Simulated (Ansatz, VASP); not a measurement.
WS2: VASP beside Ansatz

```
CELL_PARAMETERS angstrom
3.12689 0.00000 0.00000
-1.56344 2.70796 0.00000
0.00000 0.00000 12.15597
ATOMIC_POSITIONS crystal
W 0.33333 0.66667 0.25000
W 0.66667 0.33333 0.75000
S 0.33333 0.66667 0.62152
S 0.66667 0.33333 0.12152
S 0.33333 0.66667 0.87848
S 0.66667 0.33333 0.37848
```

Alike in both runs: functional LDA; k mesh 12 × 12 × 4; occupations gaussian, width 0.02 eV; no spin polarisation.

Ansatz relaxed the structure, and its values are those at the end. VASP's run is a single point on that final structure, the one shown.

```csv
,VASP,Ansatz
version,VASP 6.6.1,Ansatz 0.2.0
potentials or method,"VASP PAW LDA potentials, release 64 (W_sv, S), cutoff 520 eV","scalar-relativistic, plane waves, PAW"
valence electrons in the cell,52,52
```

Ansatz gave:

- gap on the k mesh at the Fermi level (eV): 0.84
- least direct gap on the mesh (eV): 1.88
- pressure (GPa): 0.0
- rms of the force components (eV/Å): 0.001

Estimate VASP's values.

gap on the k mesh at the Fermi level (eV): 0.85; least direct gap on the mesh (eV): 1.89; pressure (GPa): 0.4; rms of the force components (eV/Å): 0.024.

LDA's correlation is that of Perdew and Zunger in VASP and of Perdew and Wang (1992) in Ansatz.

Spin-orbit coupling is off throughout.
